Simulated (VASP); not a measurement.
Input of a VASP 6.6.1 run:

The input INCAR:

```
  PREC = Accurate
  ENCUT = 520
  EDIFF = 1E-6
  ISMEAR = -1
  SIGMA = 0.05
  LREAL = False
  LASPH = True
  NELM = 80
  ALGO = Normal
  ISIF = 2
  LWAVE = False
  LCHARG = True
  GGA = CA
  LELF = True
  LVHAR = True
  NBANDS = 12
```

KPOINTS

```
regular mesh
0
Gamma
  9 9 9
```

Contents of POSCAR:

```
As
1.0
    1.9176846343      1.1071757398      3.5829826684
   -1.9176846343      1.1071757398      3.5829826684
    0.0000000000     -2.2143514796      3.5829826684
As
2
Direct
    0.2260000000      0.2260000000      0.2260000000
    0.7740000000      0.7740000000      0.7740000000
```

Potentials or basis: VASP PAW LDA potentials, release 64 (As).

Launch:

```console
$ cat potpaw_LDA.64/As/POTCAR > POTCAR
$ mpirun -np 1 vasp_std > vasp.out
```

Question: Estimate the largest force.

Answer: 0.042 eV/Å.

Question: Estimate the pressure.

Answer: -4.9 GPa.

Question: What does it give for the band gap on the k mesh?

Answer: Zero (band 5 reaches 4.73 eV, above the bottom of band 6 at 4.65 eV).

Forces in eV/Å, atoms in the order of the input:
```
As   0.000  0.000 -0.042
As   0.000  0.000  0.042
```
